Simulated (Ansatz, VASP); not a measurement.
One calculation of Ga2O3, two programs

```
Ga O
1.0
     2.44241    1.41013    4.54811
    -2.44241    1.41013    4.54811
     0.00000   -2.82026    4.54811
Ga O
4 6
Cartesian
  0.0000 0.0000 11.6518
  0.0000 0.0000 4.8297
  0.0000 0.0000 1.9925
  0.0000 0.0000 8.8146
  0.9555 -1.4101 5.6851
  -1.6990 -0.1225 5.6851
  -0.9555 1.4101 7.9592
  -0.7434 -1.5326 7.9592
  1.6990 0.1225 7.9592
  0.7434 1.5326 5.6851
```

Change from the starting cell: epitaxial_xy strain -2.0%.

Alike in both runs: task single point; functional PBE; k mesh 6 × 6 × 6; occupations fermi-dirac, width 0.02 eV; no spin polarisation.

|  | VASP | Ansatz |
| --- | --- | --- |
| version | VASP 6.6.1 | Ansatz 0.2.0 |
| potentials or method | VASP PAW PBE potentials, release 64 (Ga_d, O) | plane waves, PAW |
| plane-wave cutoff (eV) | 520 | 420 |
| valence electrons in the cell | 88 | 88 |

|  | VASP | Ansatz | Ansatz less VASP |
| --- | --- | --- | --- |
| gap on the k mesh at the Fermi level (eV) | 3.12 | 3.13 | +0.006 |
| pressure (GPa) | 17.7 | 16.6 | -1.11 |
| traceless stress, the component that is largest in VASP (GPa) | -7.24 | -7.21 | +0.026 |
| rms of the force components (eV/Å) | 0.025 | 0.019 | -0.0059 |

Atom by atom the forces differ by 0.009 eV/Å (rms over components).
